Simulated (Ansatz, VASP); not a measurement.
**One calculation of Mo3Ru, two programs**

Contents of INCAR:

```
SYSTEM = Mo3Ru
  PREC = Accurate
  ENCUT = 600
  EDIFF = 1E-6
  ISMEAR = 0
  SIGMA = 0.1
  LREAL = .False.
  LASPH = .True.
  NELM = 60
  ALGO = Fast
  ISIF = 3
  LWAVE = .False.
  LCHARG = .False.
  GGA = PE
  IBRION = 2
  NSW = 100
  EDIFFG = -0.01
```

Contents of KPOINTS:

```
Automatic mesh
0
Gamma
  12 12 12
  0 0 0
```

File POSCAR:

```
Mo3Ru
1.0
    0.0000000000      3.1334805772      3.1334805772
    3.1334805772      0.0000000000      3.1334805772
    3.1334805772      3.1334805772      0.0000000000
Mo Ru
3 1
Direct
    0.7500000000      0.7500000000      0.7500000000
    0.2500000000      0.2500000000      0.2500000000
    0.0000000000      0.0000000000      0.0000000000
    0.5000000000      0.5000000000      0.5000000000
```

Input for Ansatz:

```yaml
crystal:
  lattice:
    - [0.0, 3.1334805772, 3.1334805772]
    - [3.1334805772, 0.0, 3.1334805772]
    - [3.1334805772, 3.1334805772, 0.0]
  atoms:
    - { symbol: Mo, position: [0.75, 0.75, 0.75] }
    - { symbol: Mo, position: [0.25, 0.25, 0.25] }
    - { symbol: Mo, position: [0.0, 0.0, 0.0] }
    - { symbol: Ru, position: [0.5, 0.5, 0.5] }
basis:
  ecutwfc: 420
kpoints:
  mp_grid: { grid: [12, 12, 12] }
hamiltonian:
  xc: pbe
scf:
  occupations: { method: gaussian, width: 0.1 }
output:
  forces: true
  stress: true
  eigenvalues: true
relax:
  adjacent_minimum: "off"
  f_tol: 0.01
  max_steps: 80
  cell: { stress_tol: 0.05 }
```

Alike in both runs: task relaxation of cell and atoms; functional PBE; k mesh 12 × 12 × 12; occupations gaussian, width 0.1 eV; no spin polarisation.

|  | VASP | Ansatz |
| --- | --- | --- |
| version | VASP 6.6.1 | Ansatz 0.2.0 |
| potentials or method | VASP PAW PBE potentials, release 64 (Mo_sv, Ru_pv), cutoff 600 eV | scalar-relativistic, plane waves, PAW |
| valence electrons in the cell | 56 | 58 |

VASP gave:

| Quantity | Value |
| --- | --- |
| gap on the k mesh at the Fermi level, each at its own relaxed structure (eV) | none |
| relaxed volume (Å³/atom) | 15.38 |
| relaxed cell length with the largest relative difference (Å) | 4.431 |

Which values does Ansatz return?

gap on the k mesh at the Fermi level, each at its own relaxed structure (eV): none; relaxed volume (Å³/atom): 15.37; relaxed cell length with the largest relative difference (Å): 4.430.

A gap of «none» marks a metal or a gap that the smearing closes. VASP's potentials hold 56 valence electrons a cell and Ansatz's 58, so a difference there can come from the potentials and not from the codes.

Noted on VASP's run: the relaxation stopped at its first step, so nothing moved.
